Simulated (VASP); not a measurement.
# Ni (Im-3m) in VASP: a series of runs

The runs below take Ni through relaxation of cell and atoms, single point, with revPBE.

Everything below comes from runs of VASP 6.6.1. Logs are shortened: lines on timing, memory, paths and dates and some standing lists are left out, and cuts for length are marked.

## 1. The cell of the first run

It takes space group Im-3m (No. 229, cubic). The conventional cell has a = 2.797 Å, b = 2.797 Å, c = 2.797 Å, α = 90.00°, β = 90.00°, γ = 90.00°. Within 3.2 Å of Ni (site symmetry m-3m) lie 14 Ni at 2.42 to 2.80 Å.

## 2. Relaxation of cell and atoms, revPBE

INCAR

```
ALGO = Normal
EDIFF = 1E-6
EDIFFG = -0.01
ENCUT = 600
GGA = RE
IBRION = 2
ISIF = 3
ISMEAR = -1
LASPH = T
LCHARG = F
LREAL = F
LWAVE = F
NELM = 80
NSW = 80
PREC = Accurate
SIGMA = 0.1
```

KPOINTS

```
k-points
0
Gamma
  16 16 16
```

POSCAR

```
Ni
1.0
   -1.3984527048      1.3984527048      1.3984527048
    1.3984527048     -1.3984527048      1.3984527048
    1.3984527048      1.3984527048     -1.3984527048
Ni
1
Direct
    0.0000000000      0.0000000000      0.0000000000
```

Potentials or basis: VASP PAW PBE potentials, release 64 (Ni).

On the command line:

```
> cat potpaw_PBE.64/Ni/POTCAR > POTCAR
> mpirun -np 1 vasp_std > vasp.out
```

OUTCAR:

```text
EDIFF = 1E-6
   EDIFFG = -0.01
   ENCUT = 600
   GGA = RE
   IBRION = 2
   ISIF = 3
   ISMEAR = -1
   LASPH = T
   LREAL = F
   NELM = 80
   NSW = 80
   PREC = Accurate

 ion  position               nearest neighbor table
   1  0.000  0.000  0.000-

  LATTYP: Found a body centered cubic cell.
 ALAT       =     2.7969054096

  Lattice vectors:

 A1 = (  -1.3984527048,   1.3984527048,   1.3984527048)
 A2 = (   1.3984527048,  -1.3984527048,   1.3984527048)
 A3 = (   1.3984527048,   1.3984527048,  -1.3984527048)

Analysis of symmetry for initial positions (statically):
=====================================================================
 Subroutine PRICEL returns:
 Original cell was already a primitive cell.

 Routine SETGRP: Setting up the symmetry group for a
 body centered cubic supercell.

 Subroutine GETGRP returns: Found 48 space group operations
 (whereof 48 operations were pure point group operations)
 out of a pool of 48 trial point group operations.

The static configuration has the point symmetry O_h .

Analysis of symmetry for dynamics (positions and initial velocities):
=====================================================================
 Subroutine PRICEL returns:
 Original cell was already a primitive cell.

 Routine SETGRP: Setting up the symmetry group for a
 body centered cubic supercell.

 Subroutine GETGRP returns: Found 48 space group operations
 (whereof 48 operations were pure point group operations)
 out of a pool of 48 trial point group operations.

The dynamic configuration has the point symmetry O_h .

 Subroutine INISYM returns: Found 48 space group operations
 (whereof 48 operations are pure point group operations),
 and found     1 'primitive' translations

----------------------------------------------------------------------------------------

                                     Primitive cell

  volume of cell :      10.9396

  direct lattice vectors                    reciprocal lattice vectors
    -1.398452705  1.398452705  1.398452705     0.000000000  0.357538012  0.357538012
     1.398452705 -1.398452705  1.398452705     0.357538012  0.000000000  0.357538012
     1.398452705  1.398452705 -1.398452705     0.357538012  0.357538012  0.000000000

  length of vectors
     2.422191137  2.422191137  2.422191137     0.505635106  0.505635106  0.505635106

  position of ions in fractional coordinates (direct lattice)
     0.000000000  0.000000000  0.000000000

  ion indices of the primitive-cell ions
   primitive index   ion index
                 1           1

----------------------------------------------------------------------------------------

 KPOINTS: k-points

Automatic generation of k-mesh.
 Grid dimensions read from file:
 generate k-points for:   16   16   16

 Generating k-lattice:

  Cartesian coordinates                     Fractional coordinates (reciprocal lattice)
     0.000000000  0.022346126  0.022346126     0.062500000  0.000000000  0.000000000
     0.022346126  0.000000000  0.022346126     0.000000000  0.062500000  0.000000000
     0.022346126  0.022346126  0.000000000     0.000000000  0.000000000  0.062500000

  Length of vectors
     0.031602194  0.031602194  0.031602194

  Shift w.r.t. Gamma in fractional coordinates (k-lattice)
     0.000000000  0.000000000  0.000000000

 Subroutine IBZKPT returns following result:
 ===========================================

 Found    145 irreducible k-points:

 Following reciprocal coordinates:
            Coordinates               Weight
  0.000000  0.000000  0.000000      1.000000
  0.062500  0.000000  0.000000     12.000000
  0.125000  0.000000  0.000000     12.000000
  0.187500  0.000000  0.000000     12.000000
  0.250000  0.000000  0.000000     12.000000
  0.312500  0.000000  0.000000     12.000000
[... 16 lines left out ...]
  0.187500  0.187500  0.000000     24.000000
  0.250000  0.187500 -0.000000     48.000000
 [... further k-points ...]
   k-points           NKPTS =    145   k-points in BZ     NKDIM =    145   number of bands    NBANDS=      9
   number of dos      NEDOS =    301   number of ions     NIONS =      1
   total plane-waves  NPLWV =   8000
   dimension x,y,z NGX =    20 NGY =   20 NGZ =   20
   dimension x,y,z NGXF=    40 NGYF=   40 NGZF=   40
   ions per type =               1
   NGX,Y,Z   is equivalent  to a cutoff of  13.73, 13.73, 13.73 a.u.
   NGXF,Y,Z  is equivalent  to a cutoff of  27.45, 27.45, 27.45 a.u.
 SYSTEM =  unknown system
   PREC   = accura    normal or accurate (medium, high low for compatibility)
   ISTART =      0    job   : 0-new  1-cont  2-samecut
   ICHARG =      2    charge: 1-file 2-atom 10-const
   ISPIN  =      1    spin polarized calculation?
   LNONCOLLINEAR =      F non collinear calculations
   LSORBIT =      F    spin-orbit coupling
   LASPH  =      T    aspherical Exc in radial PAW
   ENCUT  =  600.0 eV  44.10 Ry    6.64 a.u.   4.84  4.84  4.84*2*pi/ulx,y,z
   NELM   =     80;   NELMIN=  2; NELMDL= -5     # of ELM steps
   EDIFF  = 0.1E-05   stopping-criterion for ELM
   LREAL  =      F    real-space projection
   EDIFFG = -.1E-01   stopping-criterion for IOM
   NSW    =     80    number of steps for IOM
   IBRION =      2    ionic relax: 0-MD 1-quasi-New 2-CG
   NFREE  =      1    steps in history (QN), initial steepest desc. (CG)
   ISIF   =      3    stress and relaxation
   ISYM   =      2    0-nonsym 1-usesym 2-fastsym
   POTIM  = 0.5000    time-step for ionic-motion
   TEBEG  =    0.0;   TEEND  =   0.0 temperature during run
   PSTRESS=    0.0 pullay stress
   NELECT =      10.0000    total number of electrons
   NUPDOWN=      -1.0000    fix difference up-down
   EMIN   =  10.00;   EMAX   =-10.00  energy-range for DOS
   EFERMI =   0.00;   METHOD = LEGACY
   ISMEAR =    -1;   SIGMA  =   0.10  broadening in eV -4-tet -1-fermi 0-gaus
   EFERMI_NEDOS =   21; number of points for ismear=-14 and -15
   IALGO  =     38    algorithm
   IMIX   =      4    mixing-type and parameters
     AMIX     =   0.40;   BMIX     =  1.00
     AMIX_MAG =   1.60;   BMIX_MAG =  1.00
  volume/ion in A,a.u.               =      10.94        73.82
  Fermi-wavevector in a.u.,A,eV,Ry     =   1.588816  3.002428 34.345698  2.524338
  Thomas-Fermi vector in A             =   2.687762
   LORBIT       =      0    0 simple, 1 ext, 2 COOP (PROOUT), +10 PAW based schemes
   GGA     = RE    functional components
   LHFCALC =     F    Hartree Fock is set to
   AEXX    =    0.0000 exact exchange contribution
   IVDW    =     0    specifies the selected vdW correction
   LEPSILON=     F    determine dielectric tensor
   LRPA    =     F    only Hartree local field effects (RPA)
 conjugate gradient relaxation of ions
 non-spin polarized calculation
  energy-cutoff  :      600.00
  volume of cell :       10.94
 maximum number of plane-waves:       378
   NGX =  9   NGY =  9   NGZ =  9

--------------------------------------- Ionic step        1  -------------------------------------------

 number of electron      10.0000000 magnetization

 number of electron       9.9999993 magnetization

 Free energy of the ion-electron system (eV)
  ---------------------------------------------------
  ext. energy  EPLUGINS =         0.00000000
  ---------------------------------------------------
  free energy    TOTEN  =        -4.98102561 eV

  energy without entropy =       -4.91009410  energy(sigma->0) =       -4.94555985

------------------------ aborting loop because EDIFF is reached ----------------------------------------

  FORCE on cell =-STRESS in cart. coord.  units (eV):
  Direction    XX          YY          ZZ          XY          YZ          ZX
  --------------------------------------------------------------------------------------
  -------------------------------------------------------------------------------------
  Total        0.2541190      0.2541190      0.2541190     -0.0000000      0.0000000      0.0000000
  in kB       37.2172559     37.2172559     37.2172559     -0.0000000      0.0000000      0.0000000
  external PRESSURE =      37.2172559 kB  Pullay stress =       0.0000000 kB
[... 55 lines left out ...]
  energy  without entropy=       -4.9071274241  energy(sigma->0) =       -4.94442025

--------------------------------------- Ionic step        3  -------------------------------------------

 number of electron       9.9999992 magnetization

 Free energy of the ion-electron system (eV)
  ---------------------------------------------------
  ext. energy  EPLUGINS =         0.00000000
  ---------------------------------------------------
  free energy    TOTEN  =        -4.98346814 eV

  energy without entropy =       -4.91059677  energy(sigma->0) =       -4.94703246

 E-fermi :   8.9424     XC(G=0): -13.0131

 val. band max:        8.9405708473   @ k =  -0.3750   0.4375   0.1875
 cond. band min:       8.9499589555   @ k =  -0.4375  -0.4375   0.2500
 fundamental gap:      0.0093881082
 Fermi energy:         8.9424017687

 k-point     1 :       0.0000    0.0000    0.0000
  band No.  band energies     occupation
      1       0.2900      2.00000
      2       7.1141      2.00000
      3       7.1141      2.00000
      4       7.1141      2.00000
      5       8.3843      1.99249
      6       8.3843      1.99249
      7      35.1177      0.00000
      8      35.1177      0.00000
      9      35.1177      0.00000
[... 265 lines left out ...]
 k-point    24 :       0.2500    0.1875   -0.0000
  band No.  band energies     occupation
      1       4.7674      2.00000
      2       6.3765      2.00000
      3       6.6802      2.00000
      4       8.1780      1.99904
      5       8.5905      1.94245
      6       9.8211      0.00031
      7      20.6910      0.00000
      8      22.8342      0.00000
      9      29.0650      0.00000

 [... further k-points ...]
[... 5 lines left out ...]
  --------------------------------------------------------------------------------------
  -------------------------------------------------------------------------------------
  Total        0.0014793      0.0014793      0.0014793      0.0000000     -0.0000000      0.0000000
  in kB        0.2124534      0.2124534      0.2124534      0.0000000     -0.0000000      0.0000000
  external PRESSURE =       0.2124534 kB  Pullay stress =       0.0000000 kB
[... 16 lines left out ...]
  FREE ENERGIE OF THE ION-ELECTRON SYSTEM (eV)
  ---------------------------------------------------
  free  energy   TOTEN  =        -4.9834681389 eV

  energy  without entropy=       -4.9105967720  energy(sigma->0) =       -4.94703246

 reached required accuracy - stopping structural energy minimisation
```

Run time: 53 s. Hardware: 1 thread of Intel Xeon 8259CL, shared host; peak memory 0.14 GiB.

Results:

| Property | Result |
| --- | --- |
| Free energy | -4.9835 eV |
| Relaxed volume | 11.16 Å³/atom |
| Relaxed cell | a = 2.438 Å, b = 2.438 Å, c = 2.438 Å, α = 109.47°, β = 109.47°, γ = 109.47° |
| Space group after relaxing (to 0.05 Å) | Im-3m (No. 229) |
| Energy gained by relaxing | 2.4 meV/atom |
| Ionic steps | 3 |
| Pressure after relaxing | 0.0 GPa |
| Band gap on the k mesh | zero (band 5 reaches 9.30 eV, above the bottom of band 6 at 8.32 eV) |

Step by step:
| step | energy change (eV) | largest force (eV/Å) | pressure (GPa) | volume (Å³) |
| --- | --- | --- | --- | --- |
| 1 | 0.0000 | 0.0000 | 3.72 | 10.94 |
| 2 | -0.0007 | 0.0000 | -2.89 | 11.35 |
| 3 | -0.0024 | 0.0000 | 0.02 | 11.16 |

Final structure:
```xyz
1
Lattice="-1.4076 1.4076 1.4076 1.4076 -1.4076 1.4076 1.4076 1.4076 -1.4076" Properties=species:S:1:pos:R:3 pbc="T T T"
Ni    0.0000    0.0000    0.0000
```

Caveat: the PAW data sets were made with another functional, which shifts forces and pressure a little; the run has no spin polarisation, though such a crystal can be magnetic.

## 3. Single point, revPBE

This run uses another cell than the first one, of 11.15 Å³/atom, 1.020 times its volume.

INCAR

```
  PREC = Accurate
  ENCUT = 520
  EDIFF = 1E-6
  ISMEAR = -1
  SIGMA = 0.1
  LREAL = False
  LASPH = True
  NELM = 60
  ALGO = Normal
  ISIF = 2
  LWAVE = False
  LCHARG = False
  GGA = RE
  NBANDS = 11
```

KPOINTS

```
regular mesh
0
Gamma
  26 26 26
```

POSCAR

```
Ni
1.0
   -1.4075377952      1.4075377952      1.4075377952
    1.4075377952     -1.4075377952      1.4075377952
    1.4075377952      1.4075377952     -1.4075377952
Ni
1
Direct
    0.0000000000      0.0000000000      0.0000000000
```

Potentials or basis: VASP PAW PBE potentials, release 64 (Ni).

On the command line:

```
> cat potpaw_PBE.64/Ni/POTCAR > POTCAR
> mpirun -np 1 vasp_std > vasp.out
```

It took 78 s on 1 thread of Intel Xeon 8259CL, shared host; peak memory 0.17 GiB.

Results (log left out):

| Property | Result |
| --- | --- |
| Free energy | -4.9848 eV |
| Pressure | 0.1 GPa |
| Band gap on the k mesh | zero (band 5 reaches 9.31 eV, above the bottom of band 6 at 8.32 eV) |

Levels at points of the mesh, in eV from the Fermi level:
| k point | band 2 | band 3 | band 4 | band 5 | band 6 | band 7 | band 8 | band 9 |
| --- | --- | --- | --- | --- | --- | --- | --- | --- |
| (0.00, 0.00, 0.00) | -1.83 | -1.83 | -1.83 | -0.56 | -0.56 | 26.17 | 26.17 | 26.17 |
| (0.50, 0.00, 0.00) | -2.74 | -0.60 | -0.41 | 0.35 | 0.37 | 6.54 | 18.91 | 19.84 |
| (0.50, 0.50, 0.50) | -3.81 | 0.15 | 0.15 | 0.15 | 9.73 | 9.73 | 9.73 | 15.50 |

Caveat: the PAW data sets were made with another functional, which shifts forces and pressure a little; the run has no spin polarisation, though such a crystal can be magnetic. Spin polarisation is off, so any magnetic state and its effect on volume and gap are missing.

## 4. Single point, revPBE, collinear spin, ferromagnetic start (volume scaled by 0.88)

INCAR

```
PREC = Accurate
ENCUT = 520
EDIFF = 1E-6
ISMEAR = -1
SIGMA = 0.05
LREAL = F
LASPH = T
NELM = 150
ALGO = Normal
ISIF = 2
LWAVE = F
LCHARG = F
ISPIN = 2
MAGMOM = 0.607
LORBIT = 11
LMAXMIX = 4
GGA = RE
NBANDS = 15
```

KPOINTS

```
regular mesh
0
Gamma
  18 18 18
```

POSCAR

```
Ni
1.0
   -1.3513853660      1.3513853660      1.3513853660
    1.3513853660     -1.3513853660      1.3513853660
    1.3513853660      1.3513853660     -1.3513853660
Ni
1
Direct
    0.0000000000      0.0000000000      0.0000000000
```

On the command line:

```
> cat potpaw_PBE.64/Ni/POTCAR > POTCAR
> mpirun -np 1 vasp_std > vasp.out
```

Wall time 38 s (1 thread of AMD EPYC 9R45 (Zen 5), shared host); peak memory 0.13 GiB.

Results (log left out):

| Item | Value |
| --- | --- |
| Free energy | -4.8605 eV |
| Pressure | 30.9 GPa |
| Net moment | 0.50 μB per cell |
| Site moments | Ni +0.50 μB |
| Valence electrons inside the program's atomic spheres | Ni 9.50 |

Levels at points of the mesh, in eV from the Fermi level:
Spin up:
```tsv
k point	band 2	band 3	band 4	band 5	band 6	band 7	band 8	band 9
(0.00, 0.00, 0.00)	-2.50	-2.50	-2.50	-0.90	-0.90	27.47	27.47	27.47
(0.50, 0.00, 0.00)	-3.56	-0.97	-0.71	0.09	0.18	7.32	20.01	21.63
(0.50, 0.50, 0.50)	-4.73	-0.17	-0.17	-0.17	10.46	10.46	10.46	16.66
```
Spin down:
```
           k point  band 1  band 2  band 3  band 4  band 5  band 6  band 7  band 8  band 9  band 10
(0.00, 0.00, 0.00)   -9.55   -1.88   -1.88   -1.88   -0.46   -0.46   27.38   27.38   27.38    33.00
(0.50, 0.00, 0.00)   -4.81   -3.00   -0.47   -0.26    0.14    0.80    7.64   19.95   21.72    25.43
(0.50, 0.50, 0.50)   -4.45   -4.45    0.54    0.54    0.54   10.49   10.49   10.49   16.76    16.76
```

Caveat: the cell differs from its parent crystal (volume scaled by 0.88); the PAW data sets were made with another functional, which shifts forces and pressure a little.

## 5. Summary

| task | spin | cell | k mesh | cutoff (eV) | smearing | gap on the mesh (eV) | pressure (GPa) |
| --- | --- | --- | --- | --- | --- | --- | --- |
| relaxation of cell and atoms | off | relaxed from a = 2.422 Å, angles 109.5°, 1 atom | 16 × 16 × 16 | 600 | fermi-dirac 0.1 eV | none | 0.0 |
| single point | off | a = 2.438 Å, angles 109.5°, 1 atom | 26 × 26 × 26 | 520 | fermi-dirac 0.1 eV | none | 0.1 |
| single point | collinear, ferromagnetic start | a = 2.341 Å, angles 109.5°, 1 atom | 18 × 18 × 18 | 520 | fermi-dirac 0.05 eV | none | 30.9 |

Alike in all rows: level revPBE; potentials or basis VASP PAW PBE potentials, release 64 (Ni).

Caveats: the PAW data sets were made with another functional, which shifts forces and pressure a little.

Absolute energies hang on the potentials; compare differences alone.
